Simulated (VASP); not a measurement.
Input of a VASP 6.6.1 run:

The input INCAR:

```
PREC = Accurate ; ENCUT = 520
EDIFF = 1E-6 ; ISMEAR = 0
SIGMA = 0.02 ; LREAL = F
LASPH = T ; NELM = 60
ALGO = Normal ; ISIF = 2
LWAVE = F ; LCHARG = F
GGA = PE ; NBANDS = 35
```

The input KPOINTS:

```
Automatic mesh
0
Gamma
  12 12 4
```

File POSCAR:

```
WS2
1.0
    3.1394546648      0.0000000000      0.0000000000
   -1.5697273324      2.7188474937      0.0000000000
    0.0000000000      0.0000000000     11.5906250000
W S
2 4
Direct
    0.3333333333      0.6666666667      0.2500000000
    0.6666666667      0.3333333333      0.7500000000
    0.3333333333      0.6666666667      0.6229393877
    0.6666666667      0.3333333333      0.1229393877
    0.3333333333      0.6666666667      0.8770606123
    0.6666666667      0.3333333333      0.3770606123
```

Potentials or basis: VASP PAW PBE potentials, release 64 (W_sv, S).

Command:

```console
$ cat potpaw_PBE.64/W_sv/POTCAR potpaw_PBE.64/S/POTCAR > POTCAR
$ mpirun -np 1 vasp_std > vasp.out
```

Task: Estimate the band gap on the k mesh.

Result: 0.43 eV, indirect (least direct gap 1.59 eV).

Task: What does it give for the pressure?

Result: 20.1 GPa.

Stress tensor (GPa, compression positive):
```
15.58  0.00  0.00
 0.00 15.58  0.00
 0.00  0.00 29.11
```

Caveat: the cell differs from its parent crystal (strained); spin-orbit coupling is left out, which moves the levels of the heavy elements; forces of over 1 eV/Å act on the atoms, so gaps and moduli don't describe the material at rest. A k mesh can miss the band edges.
